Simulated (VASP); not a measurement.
# ScOs3 (Pm-3n) in VASP: a series of runs

ScOs3 is run at these levels: PBE; tasks: single point, relaxation of cell and atoms.

Program: VASP 6.6.1. These are calculated values, not measurements. Logs are shortened: lines on timing, memory, paths and dates and some standing lists are left out, and cuts for length are marked.

## 1. The cell of the first run

It takes space group Pm-3n (No. 223, cubic). Conventional cell: a = 5.020 Å, b = 5.020 Å, c = 5.020 Å, α = 90.00°, β = 90.00°, γ = 90.00°. Within 3.7 Å of Sc (site symmetry m-3) lie 12 Os at 2.81 Å. Os (site symmetry -4m2) has 10 Os at 2.51 to 3.07 Å and 4 Sc at 2.81 Å within 3.3 Å.

## 2. Single point, PBE

Input file INCAR:

```
SYSTEM = ScOs3
PREC = Accurate
ENCUT = 600
EDIFF = 1E-6
ISMEAR = 0
SIGMA = 0.1
LREAL = .FALSE.
LASPH = .TRUE.
NELM = 120
ALGO = Normal
ISIF = 2
LWAVE = .FALSE.
LCHARG = .FALSE.
GGA = PE
NBANDS = 45
GGA_COMPAT = .FALSE.
```

Input file KPOINTS:

```
regular mesh
0
G
  4 4 4
  0 0 0
```

Input file POSCAR:

```
ScOs3
1.0
    5.0195387931      0.0000000000      0.0000000000
    0.0000000000      5.0195387931      0.0000000000
    0.0000000000      0.0000000000      5.0195387931
Sc Os
2 6
Direct
    0.0000000000      0.0000000000      0.0000000000
    0.5000000000      0.5000000000      0.5000000000
    0.0000000000      0.5000000000      0.2500000000
    0.0000000000      0.5000000000      0.7500000000
    0.2500000000      0.0000000000      0.5000000000
    0.7500000000      0.0000000000      0.5000000000
    0.5000000000      0.7500000000      0.0000000000
    0.5000000000      0.2500000000      0.0000000000
```

Potentials or basis: VASP PAW PBE potentials, release 64 (Sc_sv, Os).

Run with:

```console
> cat potpaw_PBE.64/Sc_sv/POTCAR potpaw_PBE.64/Os/POTCAR > POTCAR
> mpirun -np 1 vasp_std > vasp.out
```

OUTCAR:

```text
SYSTEM = ScOs3
   PREC = Accurate
   ENCUT = 600
   EDIFF = 1E-6
   ISMEAR = 0
   LREAL = .FALSE.
   LASPH = .TRUE.
   NELM = 120
   ISIF = 2
   GGA = PE

 ion  position               nearest neighbor table
   1  0.000  0.000  0.000-   3 2.81   4 2.81   5 2.81   6 2.81   7 2.81   8 2.81   5 2.81   6 2.81
                             3 2.81   4 2.81   7 2.81   8 2.81
   2  0.500  0.500  0.500-   3 2.81   4 2.81   5 2.81   6 2.81   7 2.81   8 2.81   7 2.81   8 2.81
                             5 2.81   6 2.81   3 2.81   4 2.81
   3  0.000  0.500  0.250-   4 2.51   4 2.51   1 2.81   2 2.81   1 2.81   2 2.81   8 3.07   5 3.07
                             6 3.07   5 3.07   6 3.07   7 3.07   7 3.07   8 3.07
   4  0.000  0.500  0.750-   3 2.51   3 2.51   1 2.81   2 2.81   1 2.81   2 2.81   8 3.07   5 3.07
                             6 3.07   5 3.07   6 3.07   7 3.07   7 3.07   8 3.07
   5  0.250  0.000  0.500-   6 2.51   6 2.51   1 2.81   1 2.81   2 2.81   2 2.81   8 3.07   4 3.07
                             7 3.07   8 3.07   3 3.07   3 3.07   4 3.07   7 3.07
   6  0.750  0.000  0.500-   5 2.51   5 2.51   1 2.81   1 2.81   2 2.81   2 2.81   8 3.07   4 3.07
                             7 3.07   8 3.07   3 3.07   3 3.07   4 3.07   7 3.07
   7  0.500  0.750  0.000-   8 2.51   8 2.51   1 2.81   2 2.81   2 2.81   1 2.81   3 3.07   4 3.07
                             5 3.07   6 3.07   5 3.07   6 3.07   3 3.07   4 3.07
   8  0.500  0.250  0.000-   7 2.51   7 2.51   1 2.81   2 2.81   2 2.81   1 2.81   3 3.07   4 3.07
                             5 3.07   6 3.07   5 3.07   6 3.07   3 3.07   4 3.07

  LATTYP: Found a simple cubic cell.
 ALAT       =     5.0195387931

  Lattice vectors:

 A1 = (   5.0195387931,   0.0000000000,   0.0000000000)
 A2 = (   0.0000000000,   5.0195387931,   0.0000000000)
 A3 = (   0.0000000000,   0.0000000000,   5.0195387931)

Analysis of symmetry for initial positions (statically):
=====================================================================
 Subroutine PRICEL returns:
 Original cell was already a primitive cell.

 Routine SETGRP: Setting up the symmetry group for a
 simple cubic supercell.

 Subroutine GETGRP returns: Found 48 space group operations
 (whereof 24 operations were pure point group operations)
 out of a pool of 48 trial point group operations.

The static configuration has the point symmetry T_h .
 The point group associated with its full space group is O_h .

Analysis of symmetry for dynamics (positions and initial velocities):
=====================================================================
 Subroutine PRICEL returns:
 Original cell was already a primitive cell.

 Routine SETGRP: Setting up the symmetry group for a
 simple cubic supercell.

 Subroutine GETGRP returns: Found 48 space group operations
 (whereof 24 operations were pure point group operations)
 out of a pool of 48 trial point group operations.

The dynamic configuration has the point symmetry T_h .
 The point group associated with its full space group is O_h .

 Subroutine INISYM returns: Found 48 space group operations
 (whereof 24 operations are pure point group operations),
 and found     1 'primitive' translations

----------------------------------------------------------------------------------------

                                     Primitive cell

  volume of cell :     126.4711

  direct lattice vectors                    reciprocal lattice vectors
     5.019538793  0.000000000  0.000000000     0.199221491  0.000000000  0.000000000
     0.000000000  5.019538793  0.000000000     0.000000000  0.199221491  0.000000000
     0.000000000  0.000000000  5.019538793     0.000000000  0.000000000  0.199221491

  length of vectors
     5.019538793  5.019538793  5.019538793     0.199221491  0.199221491  0.199221491

  position of ions in fractional coordinates (direct lattice)
     0.000000000  0.000000000  0.000000000
     0.500000000  0.500000000  0.500000000
     0.000000000  0.500000000  0.250000000
     0.000000000  0.500000000  0.750000000
[... 49 lines left out ...]
   NUPDOWN=      -1.0000    fix difference up-down
   EMIN   =  10.00;   EMAX   =-10.00  energy-range for DOS
   EFERMI =   0.00;   METHOD = LEGACY
   ISMEAR =     0;   SIGMA  =   0.10  broadening in eV -4-tet -1-fermi 0-gaus
   EFERMI_NEDOS =   21; number of points for ismear=-14 and -15
   IALGO  =     38    algorithm
   IMIX   =      4    mixing-type and parameters
     AMIX     =   0.40;   BMIX     =  1.00
     AMIX_MAG =   1.60;   BMIX_MAG =  1.00
  volume/ion in A,a.u.               =      15.81       106.68
  Fermi-wavevector in a.u.,A,eV,Ry     =   1.344137  2.540052 24.581722  1.806706
  Thomas-Fermi vector in A             =   2.472155
   LORBIT       =      0    0 simple, 1 ext, 2 COOP (PROOUT), +10 PAW based schemes
   GGA     = PE    functional components
   LHFCALC =     F    Hartree Fock is set to
   AEXX    =    0.0000 exact exchange contribution
   IVDW    =     0    specifies the selected vdW correction
   LEPSILON=     F    determine dielectric tensor
   LRPA    =     F    only Hartree local field effects (RPA)
 non-spin polarized calculation
 Gauss-broadening in eV      SIGMA  =   0.10
  energy-cutoff  :      600.00
  volume of cell :      126.47
 maximum number of plane-waves:      4260
   NGX = 21   NGY = 21   NGZ = 21

 number of electron      70.0000014 magnetization

 Free energy of the ion-electron system (eV)
  ---------------------------------------------------
  ext. energy  EPLUGINS =         0.00000000
  ---------------------------------------------------
  free energy    TOTEN  =       -77.01011155 eV

  energy without entropy =      -76.94916104  energy(sigma->0) =      -76.97963629

 E-fermi :   7.4463     XC(G=0): -12.9526

 val. band max:        7.4267493962   @ k =   0.2500   0.2500   0.2500
 cond. band min:       7.4507257115   @ k =   0.5000   0.2500   0.2500
 fundamental gap:      0.0239763152
 Fermi energy:         7.4462599292

 k-point     1 :       0.0000    0.0000    0.0000
  band No.  band energies     occupation
      1     -40.7727      2.00000
      2     -40.7696      2.00000
      3     -19.5337      2.00000
      4     -19.5337      2.00000
      5     -19.5337      2.00000
      6     -19.5268      2.00000
[... 37 lines left out ...]
     44      10.3377      0.00000
     45      10.3377      0.00000
[... 391 lines left out ...]
      5     -19.5345      2.00000
      6     -19.5345      2.00000
[... 37 lines left out ...]
     44       8.7271      0.00000
     45       9.9658      0.00000

------------------------ aborting loop because EDIFF is reached ----------------------------------------

  FORCE on cell =-STRESS in cart. coord.  units (eV):
  Direction    XX          YY          ZZ          XY          YZ          ZX
  --------------------------------------------------------------------------------------
  -------------------------------------------------------------------------------------
  Total        0.0548299      0.0548299      0.0548299     -0.0000000      0.0000000      0.0000000
  in kB        0.6946026      0.6946026      0.6946026     -0.0000000      0.0000000      0.0000000
  external PRESSURE =       0.6946026 kB  Pullay stress =       0.0000000 kB

 VOLUME and BASIS-vectors are now :
 -----------------------------------------------------------------------------
  energy-cutoff  :      600.00
  volume of cell :      126.47
      direct lattice vectors                 reciprocal lattice vectors
     5.019538793  0.000000000  0.000000000     0.199221491  0.000000000  0.000000000
     0.000000000  5.019538793  0.000000000     0.000000000  0.199221491  0.000000000
     0.000000000  0.000000000  5.019538793     0.000000000  0.000000000  0.199221491

 POSITION                                       TOTAL-FORCE (eV/Angst)
 -----------------------------------------------------------------------------------
      0.00000      0.00000      0.00000        -0.000000      0.000000      0.000000
      2.50977      2.50977      2.50977        -0.000000      0.000000      0.000000
      0.00000      2.50977      1.25488         0.000000     -0.000000      0.000000
      0.00000      2.50977      3.76465         0.000000      0.000000     -0.000000
      1.25488      0.00000      2.50977         0.000000     -0.000000      0.000000
      3.76465      0.00000      2.50977        -0.000000      0.000000      0.000000
      2.50977      3.76465      0.00000         0.000000     -0.000000      0.000000
      2.50977      1.25488      0.00000        -0.000000      0.000000     -0.000000
 -----------------------------------------------------------------------------------
    total drift:                               -0.000000      0.000000     -0.000000

  FREE ENERGIE OF THE ION-ELECTRON SYSTEM (eV)
  ---------------------------------------------------
  free  energy   TOTEN  =       -77.0101115543 eV

  energy  without entropy=      -76.9491610353  energy(sigma->0) =      -76.97963629
```

Run time: 59 s. Hardware: 1 thread of Intel Xeon Platinum 8488C (Sapphire Rapids), shared host; peak memory 0.26 GiB.

What came out:

| Item | Value |
| --- | --- |
| Free energy | -77.0101 eV |
| Pressure | 0.1 GPa |
| Band gap on the k mesh | zero (band 35 reaches 7.97 eV, above the bottom of band 36 at 7.00 eV) |

Levels at points of the mesh, in eV from the Fermi level:
| k point | band 31 | band 32 | band 33 | band 34 | band 35 | band 36 | band 37 | band 38 | band 39 | band 40 |
| --- | --- | --- | --- | --- | --- | --- | --- | --- | --- | --- |
| (0.00, 0.00, 0.00) | -0.36 | -0.36 | -0.36 | 0.52 | 0.52 | 0.52 | 0.54 | 0.54 | 0.54 | 0.58 |
| (0.50, 0.00, 0.00) | -0.67 | -0.67 | -0.11 | -0.11 | 0.12 | 0.12 | 0.22 | 0.22 | 0.94 | 0.94 |
| (0.50, 0.50, 0.00) | -1.52 | -1.40 | -0.99 | -0.83 | -0.83 | -0.45 | -0.43 | 0.65 | 0.95 | 0.98 |
| (0.50, 0.50, 0.50) | -2.56 | -2.56 | -0.32 | -0.32 | -0.32 | -0.32 | -0.32 | -0.32 | 1.28 | 1.28 |

Caveat: spin-orbit coupling is left out, which moves the levels of the heavy elements.

## 3. Relaxation of cell and atoms, PBE

This run uses another cell than the first one, of 15.35 Å³/atom, 0.971 times its volume.

Input file INCAR:

```
SYSTEM = ScOs3
  PREC = Accurate
  ENCUT = 600
  EDIFF = 1E-7
  ISMEAR = 0
  SIGMA = 0.1
  LREAL = .FALSE.
  LASPH = .TRUE.
  NELM = 120
  ALGO = Normal
  ISIF = 3
  LWAVE = .FALSE.
  LCHARG = .FALSE.
  GGA = PE
  IBRION = 2
  NSW = 90
  EDIFFG = -0.04
  GGA_COMPAT = .FALSE.
  NELMIN = 4
```

Input file KPOINTS:

```
Automatic mesh
0
G
  4 4 4
  0 0 0
```

POSCAR, as its differences from that of step 2:

```diff
@@ -2,5 +2,5 @@
 1.0
-    5.0195387931      0.0000000000      0.0000000000
-    0.0000000000      5.0195387931      0.0000000000
-    0.0000000000      0.0000000000      5.0195387931
+    4.9705114087      0.0000000000      0.0000000000
+    0.0000000000      4.9705114087      0.0000000000
+    0.0000000000      0.0000000000      4.9705114087
 Sc Os
```

Potentials or basis: VASP PAW PBE potentials, release 64 (Sc_sv, Os).

Run with:

```console
> cat potpaw_PBE.64/Sc_sv/POTCAR potpaw_PBE.64/Os/POTCAR > POTCAR
> mpirun -np 1 vasp_std > vasp.out
```

It took 2.7 min on 1 thread of Intel Xeon Platinum 8488C (Sapphire Rapids), shared host; peak memory 0.27 GiB.

The run converged. Its results:

| Quantity | Value |
| --- | --- |
| Free energy | -77.0090 eV |
| Relaxed volume | 15.83 Å³/atom |
| Relaxed cell | a = 5.021 Å, b = 5.021 Å, c = 5.021 Å, α = 90.00°, β = 90.00°, γ = 90.00° |
| Space group after relaxing (to 0.05 Å) | Pm-3n (No. 223) |
| Energy gained by relaxing | 11.0 meV/atom |
| Ionic steps | 3 |
| Pressure after relaxing | -0.2 GPa |
| Band gap on the k mesh | zero (band 35 reaches 7.95 eV, above the bottom of band 36 at 6.99 eV) |

Step by step:
```
step  energy change (eV)  largest force (eV/Å)  pressure (GPa)  volume (Å³)
   1              0.0000                0.0000            7.83       122.80
   2              0.4516                0.0000          -15.85       136.63
   3             -0.0877                0.0000           -0.21       126.61
```

Final structure:
```xyz
8
Lattice="5.0214 0.0000 0.0000 0.0000 5.0214 0.0000 0.0000 0.0000 5.0214" Properties=species:S:1:pos:R:3 pbc="T T T"
Sc    0.0000    0.0000    0.0000
Sc    2.5107    2.5107    2.5107
Os    0.0000    2.5107    1.2553
Os    0.0000    2.5107    3.7660
Os    1.2553    0.0000    2.5107
Os    3.7660    0.0000    2.5107
Os    2.5107    3.7660    0.0000
Os    2.5107    1.2553    0.0000
```

Levels at points of the mesh, in eV from the Fermi level:
```tsv
k point	band 32	band 33	band 34	band 35	band 36	band 37	band 38	band 39
(0.00, 0.00, 0.00)	-0.36	-0.36	0.52	0.52	0.52	0.54	0.54	0.54
(0.50, 0.00, 0.00)	-0.67	-0.11	-0.11	0.12	0.12	0.22	0.22	0.94
(0.50, 0.50, 0.00)	-1.40	-0.99	-0.83	-0.83	-0.45	-0.43	0.65	0.95
(0.50, 0.50, 0.50)	-2.56	-0.32	-0.32	-0.32	-0.32	-0.32	-0.32	1.28
```

Caveat: spin-orbit coupling is left out, which moves the levels of the heavy elements.

## 4. Single point, PBE

Input file INCAR:

```
ALGO     = Normal         # electronic algorithm
EDIFF    = 1E-6           # SCF threshold, eV
ENCUT    = 600            # plane-wave cutoff, eV
GGA      = PE             # functional
GGA_COMPAT= F            
ISIF     = 2              # what is computed and relaxed
ISMEAR   = 0              # smearing method
LASPH    = T              # aspherical terms in the spheres
LCHARG   = T              # write CHGCAR
LELF     = T              # ELF
LREAL    = F              # projectors in reciprocal space
LVHAR    = T            
LWAVE    = F              # write WAVECAR
NBANDS   = 45             # bands
NELM     = 120            # most SCF steps
PREC     = Accurate       # precision mode
SIGMA    = 0.1            # smearing width, eV
```

Input file KPOINTS:

```
k-points
0
Gamma
  8 8 8
```

POSCAR, as its differences from that of step 3:

```diff
@@ -2,5 +2,5 @@
 1.0
-    4.9705114087      0.0000000000      0.0000000000
-    0.0000000000      4.9705114087      0.0000000000
-    0.0000000000      0.0000000000      4.9705114087
+    5.0213671294      0.0000000000      0.0000000000
+    0.0000000000      5.0213671294      0.0000000000
+    0.0000000000      0.0000000000      5.0213671294
 Sc Os
```

Run with:

```console
> cat potpaw_PBE.64/Sc_sv/POTCAR potpaw_PBE.64/Os/POTCAR > POTCAR
> mpirun -np 1 vasp_std > vasp.out
```

Run time: 2.8 min. Hardware: 1 thread of Intel Xeon Platinum 8488C (Sapphire Rapids), shared host; peak memory 0.36 GiB.

The run converged. Its results:

```yaml
Free_energy: -76.9715 eV
Pressure: 0.1 GPa
Band_gap_on_the_k_mesh: zero (band 35 reaches 7.95 eV, above the bottom of band 36 at 6.91 eV)
```

Levels at points of the mesh, in eV from the Fermi level:
```tsv
k point	band 32	band 33	band 34	band 35	band 36	band 37	band 38	band 39
(0.00, 0.00, 0.00)	-0.30	-0.30	0.60	0.60	0.60	0.62	0.62	0.62
(0.50, 0.00, 0.00)	-0.60	-0.04	-0.04	0.20	0.20	0.28	0.28	1.02
(0.50, 0.50, 0.00)	-1.32	-0.91	-0.75	-0.75	-0.38	-0.35	0.71	1.01
(0.50, 0.50, 0.50)	-2.46	-0.25	-0.25	-0.25	-0.25	-0.25	-0.25	1.35
```

Caveat: spin-orbit coupling is left out, which moves the levels of the heavy elements.

## 5. Relaxation of cell and atoms, PBE

Input file INCAR:

```
ALGO     = Normal         # electronic algorithm
EDIFF    = 1E-7           # SCF threshold, eV
EDIFFG   = -0.01          # ionic threshold
ENCUT    = 600            # plane-wave cutoff, eV
GGA      = PE             # functional
GGA_COMPAT= False        
IBRION   = 2              # ionic algorithm
ISIF     = 3              # what is computed and relaxed
ISMEAR   = 0              # smearing method
LASPH    = True           # aspherical terms in the spheres
LCHARG   = False          # write CHGCAR
LREAL    = False          # projectors in reciprocal space
LWAVE    = False          # write WAVECAR
NELM     = 120            # most SCF steps
NELMIN   = 4            
NSW      = 100            # ionic steps
PREC     = Accurate       # precision mode
SIGMA    = 0.1            # smearing width, eV
```

KPOINTS is that of step 4.

POSCAR, as its differences from that of step 4:

```diff
@@ -2,5 +2,5 @@
 1.0
-    5.0213671294      0.0000000000      0.0000000000
-    0.0000000000      5.0213671294      0.0000000000
-    0.0000000000      0.0000000000      5.0213671294
+    5.0195387931      0.0000000000      0.0000000000
+    0.0000000000      5.0195387931      0.0000000000
+    0.0000000000      0.0000000000      5.0195387931
 Sc Os
```

Run with:

```console
> cat potpaw_PBE.64/Sc_sv/POTCAR potpaw_PBE.64/Os/POTCAR > POTCAR
> mpirun -np 1 vasp_std > vasp.out
```

Run time: 6.4 min. Hardware: 1 thread of Intel Xeon Platinum 8488C (Sapphire Rapids), shared host; peak memory 0.37 GiB.

It converged, with:

```
Free energy                            : -76.9714 eV
Relaxed volume                         : 15.83 Å³/atom
Relaxed cell                           : a = 5.022 Å, b = 5.022 Å, c = 5.022 Å, α = 90.00°, β = 90.00°, γ = 90.00°
Space group after relaxing (to 0.05 Å) : Pm-3n (No. 223)
Energy gained by relaxing              : 0.0 meV/atom
Ionic steps                            : 3
Pressure after relaxing                : 0.0 GPa
Band gap on the k mesh                 : zero (band 35 reaches 7.95 eV, above the bottom of band 36 at 6.90 eV)
```

Step by step:
| step | energy change (eV) | largest force (eV/Å) | pressure (GPa) | volume (Å³) |
| --- | --- | --- | --- | --- |
| 1 | 0.0000 | 0.0000 | 0.37 | 126.47 |
| 2 | 0.0012 | 0.0000 | -0.93 | 127.15 |
| 3 | -0.0002 | 0.0000 | 0.01 | 126.66 |

Final structure:
```cif
data_structure
_symmetry_space_group_name_H-M 'P 1'
_symmetry_Int_Tables_number 1
_cell_length_a 5.0220
_cell_length_b 5.0220
_cell_length_c 5.0220
_cell_angle_alpha 90.000
_cell_angle_beta 90.000
_cell_angle_gamma 90.000
_cell_volume 126.66
loop_
_atom_site_label
_atom_site_type_symbol
_atom_site_fract_x
_atom_site_fract_y
_atom_site_fract_z
_atom_site_occupancy
Sc1 Sc 0.00000 0.00000 0.00000 1
Sc2 Sc 0.50000 0.50000 0.50000 1
Os1 Os 0.00000 0.50000 0.25000 1
Os2 Os 0.00000 0.50000 0.75000 1
Os3 Os 0.25000 0.00000 0.50000 1
Os4 Os 0.75000 0.00000 0.50000 1
Os5 Os 0.50000 0.75000 0.00000 1
Os6 Os 0.50000 0.25000 0.00000 1
```

Levels at points of the mesh, in eV from the Fermi level:
```tsv
k point	band 31	band 32	band 33	band 34	band 35	band 36	band 37	band 38	band 39	band 40
(0.00, 0.00, 0.00)	-0.30	-0.30	-0.30	0.60	0.60	0.60	0.62	0.62	0.62	0.64
(0.50, 0.00, 0.00)	-0.60	-0.60	-0.04	-0.04	0.20	0.20	0.29	0.29	1.02	1.02
(0.50, 0.50, 0.00)	-1.44	-1.32	-0.91	-0.75	-0.75	-0.38	-0.35	0.71	1.01	1.06
(0.50, 0.50, 0.50)	-2.46	-2.46	-0.25	-0.25	-0.25	-0.25	-0.25	-0.25	1.35	1.35
```

Caveat: spin-orbit coupling is left out, which moves the levels of the heavy elements.

## 6. The runs side by side

| task | cell | k mesh | gap on the mesh (eV) | pressure (GPa) | relaxed volume (Å³/atom) |
| --- | --- | --- | --- | --- | --- |
| single point | a = 5.020 Å, 8 atoms | 4 × 4 × 4 | none | 0.1 | - |
| relaxation of cell and atoms | relaxed from a = 4.971 Å, 8 atoms | 4 × 4 × 4 | none | -0.2 | 15.83 |
| single point | a = 5.021 Å, 8 atoms | 8 × 8 × 8 | none | 0.1 | - |
| relaxation of cell and atoms | relaxed from a = 5.020 Å, 8 atoms | 8 × 8 × 8 | none | 0.0 | 15.83 |

Alike in all rows: level PBE; potentials or basis VASP PAW PBE potentials, release 64 (Sc_sv, Os); no spin polarisation; cutoff (eV) 600; smearing gaussian 0.1 eV.

Caveats: spin-orbit coupling is left out, which moves the levels of the heavy elements.

Absolute energies hang on the potentials; compare differences alone.
